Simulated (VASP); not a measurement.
The system is BeS.

```
Be S
1.0
     0.00000    2.38562    2.38562
     2.38562    0.00000    2.38562
     2.38562    2.38562    0.00000
Be S
1 1
Direct
  0.00000 0.00000 0.00000
  0.25000 0.25000 0.25000
```

This cell differs from its parent crystal: strain -2.0%.

Base run:

- Program: VASP 6.6.1
- Functional: r2SCAN
- Potentials or basis: VASP PAW PBE potentials, release 64 (Be, S)
- Cutoff: 520 eV
- k mesh: 10 × 10 × 10
- Occupations: gaussian, width 0.01 eV
- Spin: no spin polarisation

Its results: band gap on the k mesh 3.46 eV, indirect (least direct gap 6.22 eV); pressure 6.9 GPa.

Question: The run is repeated on the same cell with these changes: functional from r2SCAN to PBE; occupations from gaussian, width 0.01 eV to fermi-dirac, width 0.02 eV. What comes out?

Answer: Band gap on the k mesh 2.99 eV, indirect (least direct gap 5.64 eV); pressure 6.9 GPa.

Caveats: the PAW data sets were made with another functional, which shifts forces and pressure a little (some runs).

A k mesh can miss the band edges.
